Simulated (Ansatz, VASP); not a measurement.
# PbS: VASP beside Ansatz

Contents of POSCAR:

```
PbS
1.0
    0.0000000000      2.9878971800      2.9878971800
    2.9878971800      0.0000000000      2.9878971800
    2.9878971800      2.9878971800      0.0000000000
Pb S
1 1
Direct
    0.0000000000      0.0000000000      0.0000000000
    0.5000000000      0.5000000000      0.5000000000
```

INCAR.step1

```
ALGO     = Normal         # electronic algorithm
EDIFF    = 1E-4           # SCF threshold, eV
ENCUT    = 520            # plane-wave cutoff, eV
GGA      = PE             # functional
GGA_COMPAT= F            
ISMEAR   = -1             # smearing method
LASPH    = T              # aspherical terms in the spheres
LCHARG   = F              # write CHGCAR
LREAL    = F              # projectors in reciprocal space
LSORBIT  = T              # spin-orbit coupling
LWAVE    = T              # write WAVECAR
MAGMOM   = 0 0 0 0 0 0    # initial moments
NBANDS   = 32             # bands
NELM     = 150            # most SCF steps
PREC     = Accurate       # precision mode
SIGMA    = 0.02           # smearing width, eV
```

Contents of INCAR.step2:

```
ALGO     = Normal         # electronic algorithm
EDIFF    = 1E-6           # SCF threshold, eV
ENCUT    = 520            # plane-wave cutoff, eV
GGA_COMPAT= F            
ISIF     = 2              # what is computed and relaxed
ISMEAR   = -1             # smearing method
ISTART   = 1            
LASPH    = T              # aspherical terms in the spheres
LCHARG   = T              # write CHGCAR
LMIXTAU  = T            
LORBIT   = 11             # projections on sites
LORBMOM  = T            
LREAL    = F              # projectors in reciprocal space
LSORBIT  = T              # spin-orbit coupling
LVHAR    = T            
LWAVE    = F              # write WAVECAR
MAGMOM   = 0 0 0 0 0 0    # initial moments
METAGGA  = R2SCAN         # meta-GGA
NBANDS   = 32             # bands
NELM     = 150            # most SCF steps
PREC     = Accurate       # precision mode
SIGMA    = 0.02           # smearing width, eV
```

The input KPOINTS:

```
k-points
0
Gamma
  8 8 8
```

Input for Ansatz:

```yaml
crystal:
  lattice:
    - [0.0, 2.98789725, 2.98789725]
    - [2.98789725, 0.0, 2.98789725]
    - [2.98789725, 2.98789725, 0.0]
  atoms:
    - { symbol: Pb, position: [0.0, 0.0, 0.0] }
    - { symbol: S, position: [0.5, 0.5, 0.5] }
  symmetry: { tolerance: 0.0003 }
hamiltonian:
  xc: r2scan
  pseudopotentials: { kind: paw_fr, azcp: { folder: soft_1 } }
basis:
  ecutwfc: 500
magnetization:
  noncollinear: true
  spin_orbit: true
scf:
  occupations: { method: fermi_dirac, width: 0.02 }
kpoints:
  mp_grid: { grid: [8, 8, 8], shift: [0, 0, 0] }
  band_path:
    path:
      - [0.0, 0.0, 0.0]
      - [0.5, 0.0, 0.5]
      - [0.625, 0.25, 0.625]
      - [0.375, 0.375, 0.75]
      - [0.0, 0.0, 0.0]
      - [0.5, 0.5, 0.5]
      - [0.5, 0.25, 0.75]
      - [0.5, 0.0, 0.5]
    npoints: 10
output:
  forces: true
  stress: true
  eigenvalues: true
  bader: true
  populations: true
  elf: true
  write_potential: true
  write_density: true
  volumetric_format: npy
  dos:
    e_range: [-12, 8]
    de: 0.05
    projected: { site_lists: { Pb: [Pb], S: [S] } }
    method: { smearing: { sigma: 0.1, scheme: gaussian } }
```

Alike in both runs: task single point; functional r2SCAN; k mesh 8 × 8 × 8; occupations fermi-dirac, width 0.02 eV; non-collinear spin, spin-orbit coupling.

|  | VASP | Ansatz |
| --- | --- | --- |
| version | VASP 6.6.1 | Ansatz 0.2.0 |
| potentials or method | VASP PAW PBE potentials, release 64 (Pb_d, S), cutoff 520 eV | PAW plane waves |
| valence electrons in the cell | 20 | 20 |

```tsv
	VASP	Ansatz	Ansatz less VASP
pressure (GPa)	-0.3	-0.4	-0.07
net moment per atom (μB)	0.00	0.00	0.000
```

VASP's potentials were made for PBE, not for r2SCAN.
